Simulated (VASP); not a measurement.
Input of a VASP 6.6.1 run:

Contents of INCAR:

```
PREC = Accurate
ENCUT = 520
EDIFF = 1E-7
ISMEAR = 0
SIGMA = 0.05
LREAL = F
LASPH = T
NELM = 80
ALGO = Fast
ISIF = 2
LWAVE = F
LCHARG = T
GGA = PE
LELF = T
LVHAR = T
NBANDS = 10
```

KPOINTS

```
Automatic mesh
0
Gamma
  10 10 10
```

The input POSCAR:

```
K
1.0
   -2.6637384986      2.6637384986      2.6637384986
    2.6637384986     -2.6637384986      2.6637384986
    2.6637384986      2.6637384986     -2.6637384986
K
1
Direct
    0.0000000000      0.0000000000      0.0000000000
```

Potentials or basis: VASP PAW PBE potentials, release 64 (K_sv).

Command:

```bash
$ cat potpaw_PBE.64/K_sv/POTCAR > POTCAR
$ mpirun -np 1 vasp_std > vasp.out
```

(1) Predict the pressure.

Results:

(1) -0.1 GPa.
